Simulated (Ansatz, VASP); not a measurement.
**Two plane-wave programs on Cl**

The input INCAR:

```
SYSTEM = Cl
ALGO     = Normal         ! electronic algorithm
EDIFF    = 1E-6           ! SCF threshold, eV
ENCUT    = 520            ! plane-wave cutoff, eV
GGA      = PS             ! functional
ISIF     = 2              ! what is computed and relaxed
ISMEAR   = 0              ! smearing method
LASPH    = .True.         ! aspherical terms in the spheres
LCHARG   = .False.        ! write CHGCAR
LREAL    = .False.        ! projectors in reciprocal space
LWAVE    = .False.        ! write WAVECAR
NBANDS   = 22             ! bands
NELM     = 80             ! most SCF steps
PREC     = Accurate       ! precision mode
SIGMA    = 0.0282         ! smearing width, eV
```

Contents of KPOINTS:

```
k-points
0
Gamma
  5 5 3
  0 0 0
```

The input POSCAR:

```
Cl
1.0
    3.1267870000      2.1391530000      0.0000000000
    3.1267870000     -2.1391530000      0.0000000000
    0.0000000000      0.0000000000     -8.1795200000
Cl
4
Direct
    0.1361000000      0.8639000000      0.8895000000
    0.3639000000      0.6361000000      0.3895000000
    0.8639000000      0.1361000000      0.1105000000
    0.6361000000      0.3639000000      0.6105000000
```

Input for Ansatz:

```yaml
crystal:
  lattice:
    - [3.126787, 2.139153, 0.0]
    - [3.126787, -2.139153, 0.0]
    - [0.0, 0.0, -8.17952]
  atoms:
    - { symbol: Cl, position: [0.1361, 0.8639, 0.8895] }
    - { symbol: Cl, position: [0.3639, 0.6361, 0.3895] }
    - { symbol: Cl, position: [0.8639, 0.1361, 0.1105] }
    - { symbol: Cl, position: [0.6361, 0.3639, 0.6105] }
  symmetry: { tolerance: 0.0003 }
kpoints:
  mp_grid: { grid: [5, 5, 3], shift: [0, 0, 0] }
magnetization:
  spin_polarized: false
scf:
  occupations: { method: gaussian, width: 0.0282 }
hamiltonian:
  pseudopotentials: { kind: paw }
  xc: pbesol
basis:
  ecutwfc: 420
output:
  forces: true
  stress: true
  eigenvalues: true
  write_density: true
  write_potential: true
  elf: true
  volumetric_format: npy
```

Alike in both runs: task single point; functional PBEsol; k mesh 5 × 5 × 3; occupations gaussian, width 0.0282 eV; no spin polarisation.

|  | VASP | Ansatz |
| --- | --- | --- |
| version | VASP 6.6.1 | Ansatz 0.2.0 |
| potentials or method | VASP PAW PBE potentials, release 64 (Cl), cutoff 520 eV | PAW plane waves |
| valence electrons in the cell | 28 | 28 |

Ansatz gave:

```
gap on the k mesh at the Fermi level (eV)                     : 1.76
pressure (GPa)                                                : -4.1
traceless stress, the component that is largest in VASP (GPa) : 4.66
rms of the force components (eV/Å)                            : 0.816
```

**Question.** Estimate VASP's values.

**Answer.** gap on the k mesh at the Fermi level (eV): 1.80; pressure (GPa): -4.3; traceless stress, the component that is largest in VASP (GPa): 4.77; rms of the force components (eV/Å): 0.863.

VASP's potentials were made for PBE, not for PBEsol. Atom by atom the forces differ by 0.047 eV/Å (rms over components).
